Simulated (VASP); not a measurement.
Al:

```
Al
1.0
     6.67317    0.00000    0.00000
    -3.33658    5.77913    0.00000
     0.00000    0.00000    6.04477
Al
12
Cartesian
  1.4567 1.7158 3.9255
  4.4590 0.4036 1.9106
  4.0941 3.6598 5.9404
  1.8799 4.0634 0.9031
  -1.1224 5.3755 4.9330
  -0.7576 2.1194 2.9181
  -1.8799 4.0634 2.1192
  0.7576 2.1194 0.1043
  1.1224 5.3755 4.1342
  5.2165 1.7158 5.1416
  2.5790 3.6598 3.1267
  2.2142 0.4036 1.1118
```

```yaml
Program: VASP 6.6.1
Task: relaxation of cell and atoms
Functional: PBE
Potentials_or_basis: VASP PAW PBE potentials, release 64 (Al)
Cutoff: 600 eV
k_mesh: 3 × 3 × 4
Occupations: gaussian, width 0.1 eV
Spin: no spin polarisation
```

At the start: pressure 16.5 GPa; volume 19.43 Å³/atom.

Question: Where does the relaxation end?

Answer: Over 58 steps the energy falls by 539.7 meV/atom and the volume is 22.57 Å³/atom (+16.2 %); space group P6_522 (No. 179, to 0.05 Å).

The path:
```tsv
step	energy change (eV)	largest force (eV/Å)	pressure (GPa)	volume (Å³)
1	0.0000	1.9075	16.50	233.12
3	-3.2983	0.3986	-0.51	290.47
5	-3.3829	0.2668	-0.40	288.84
7	-3.4811	0.1788	0.07	284.47
9	-3.5901	0.0904	-0.36	285.31
11	-4.0930	0.7373	2.64	265.48
13	-4.1141	0.5243	1.98	268.31
15	-4.1282	0.5968	2.15	267.48
17	-4.1638	0.6879	2.20	267.17
19	-4.3183	0.5996	1.32	270.65
21	-4.6066	0.3246	-1.51	284.59
23	-4.6850	0.2781	-1.48	284.30
25	-4.6917	0.9181	3.05	262.07
27	-4.8442	0.4202	0.58	272.44
29	-5.1451	0.3947	1.41	269.64
31	-5.1382	0.4433	1.76	268.92
33	-5.2782	0.2136	0.12	279.11
35	-5.3990	0.2443	-0.93	282.76
37	-5.2192	0.3394	-2.74	295.57
39	-5.5213	0.3849	-2.13	288.38
41	-5.6638	0.3748	-1.01	281.32
43	-5.9761	0.3617	0.43	271.75
45	-6.0794	0.4055	2.00	263.92
47	-6.2666	0.2022	0.15	272.32
49	-6.3652	0.1373	-0.94	277.29
51	-6.4051	0.1456	0.39	270.13
53	-6.4392	0.0753	0.74	268.41
55	-6.4628	0.0733	-0.34	273.66
57	-6.4713	0.0369	-0.18	272.63
58	-6.4759	0.0241	0.18	270.80
```

Final structure:
```cif
data_structure
_symmetry_space_group_name_H-M 'P 1'
_symmetry_Int_Tables_number 1
_cell_length_a 7.5326
_cell_length_b 7.5326
_cell_length_c 5.5110
_cell_angle_alpha 90.000
_cell_angle_beta 90.000
_cell_angle_gamma 120.000
_cell_volume 270.80
loop_
_atom_site_label
_atom_site_type_symbol
_atom_site_fract_x
_atom_site_fract_y
_atom_site_fract_z
_atom_site_occupancy
Al1 Al 0.32787 0.32395 0.58313 1
Al2 Al 0.67605 0.00392 0.24980 1
Al3 Al 0.99608 0.67213 0.91647 1
Al4 Al 0.67213 0.67605 0.08313 1
Al5 Al 0.32395 0.99608 0.74980 1
Al6 Al 0.00392 0.32787 0.41647 1
Al7 Al 0.00392 0.67605 0.41687 1
Al8 Al 0.32395 0.32787 0.08353 1
Al9 Al 0.67213 0.99608 0.75020 1
Al10 Al 0.99608 0.32395 0.91687 1
Al11 Al 0.67605 0.67213 0.58353 1
Al12 Al 0.32787 0.00392 0.25020 1
```

Caveat: the k points lie up to 0.32 Å⁻¹ apart in the final cell; the volume moved by over 15 % at a fixed basis, so the end points are rough.
